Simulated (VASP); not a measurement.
Here is a VASP 6.6.1 calculation.

Contents of INCAR:

```
SYSTEM = BN
PREC = Accurate
ENCUT = 600
EDIFF = 1E-6
ISMEAR = 0
SIGMA = 0.02
LREAL = .FALSE.
LASPH = .TRUE.
NELM = 100
ALGO = Normal
ISIF = 4
LWAVE = .FALSE.
LCHARG = .FALSE.
GGA = PS
IVDW = 12
IBRION = 2
NSW = 50
EDIFFG = -0.01
```

File KPOINTS:

```
Automatic mesh
0
G
  12 12 12
  0 0 0
```

POSCAR

```
BN
1.0
    2.5225535391      0.0025463323     -0.2440400792
   -1.2516589499      2.1901360089      0.2439256699
   -0.9302470225     -0.9255903391      3.4705586033
B N
1 1
Direct
    0.9909773053      0.9913920128     -0.0062446495
    0.6571716947      0.3244919872      0.9930496495
```

Potentials or basis: VASP PAW PBE potentials, release 64 (B, N).

The run is started by

```sh
$ cat potpaw_PBE.64/B/POTCAR potpaw_PBE.64/N/POTCAR > POTCAR
$ mpirun -np 1 vasp_std > vasp.out
```

(1) Predict the dispersion energy per atom.

(2) Estimate the band gap on the k mesh.

## Answers

(1) -0.096 eV.

(2) 4.23 eV, indirect (least direct gap 4.62 eV).
